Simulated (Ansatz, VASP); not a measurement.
One calculation of BN, two programs

```
B N
1.0
     0.00000    1.72910    1.75629
     1.75629    0.00000    1.75629
     1.75629    1.72910    0.00000
B N
1 1
Direct
  0.00000 0.00000 0.00000
  0.75000 0.75000 0.75000
```

Alike in both runs: task single point; functional PBE; k mesh 12 × 12 × 12; occupations gaussian, width 0.02 eV; no spin polarisation.

```csv
,VASP,Ansatz
version,VASP 6.6.1,Ansatz 0.2.0
potentials or method,"VASP PAW PBE potentials, release 64 (B, N), cutoff 520 eV","scalar-relativistic, plane waves, PAW"
valence electrons in the cell,8,8
```

```csv
,VASP,Ansatz,Ansatz less VASP
gap on the k mesh at the Fermi level (eV),4.25,4.27,+0.014
least direct gap on the mesh (eV),9.13,9.14,+0.013
pressure (GPa),50.5,49.9,-0.61
"traceless stress, the component that is largest in VASP (GPa)",6.84,6.84,-0.002
```

Both programs put the cell under a high pressure, so it lies far from rest at this level.
